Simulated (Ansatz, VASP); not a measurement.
**Two plane-wave programs on ZnO**

```xyz
4
Lattice="3.8730 0.0000 0.0000 0.0000 3.8730 0.0000 0.0000 0.0000 5.4773" Properties=species:S:1:pos:R:3 pbc="T T T"
Zn    0.0000    1.9365    0.0000
Zn    1.9365    0.0000    2.7386
O     1.9365    1.9365    1.3693
O     1.9365    1.9365    4.1080
```

Change from the starting cell: ordered vacancies on the anion sites of fluorite (P4_2/mmc, No. 131).

Alike in both runs: task single point; functional PBE; k mesh 4 × 4 × 4; occupations gaussian, width 0.1 eV; collinear spin.

|  | VASP | Ansatz |
| --- | --- | --- |
| version | VASP 6.6.1 | Ansatz 0.2.0 |
| potentials or method | VASP PAW PBE potentials, release 64 (Zn, O), cutoff 520 eV | scalar-relativistic, plane waves, PAW |
| valence electrons in the cell | 36 | 36 |

VASP gave:

```
gap on the k mesh at the Fermi level (eV)                     : none
pressure (GPa)                                                : -17.5
traceless stress, the component that is largest in VASP (GPa) : 6.92
net moment per atom (μB)                                      : 0.05
size of the moment on the site where the two differ most (μB) : 0.12
```

**Question.** What did Ansatz give for the same quantities?

**Answer.** gap on the k mesh at the Fermi level (eV): none; pressure (GPa): -17.5; traceless stress, the component that is largest in VASP (GPa): 6.93; net moment per atom (μB): 0.05; size of the moment on the site where the two differ most (μB): 0.13.

Site moments also hang on the region over which each program counts them. A gap of «none» marks a metal or a gap that the smearing closes.

The k mesh is coarse, so the values compare programs but aren't converged.
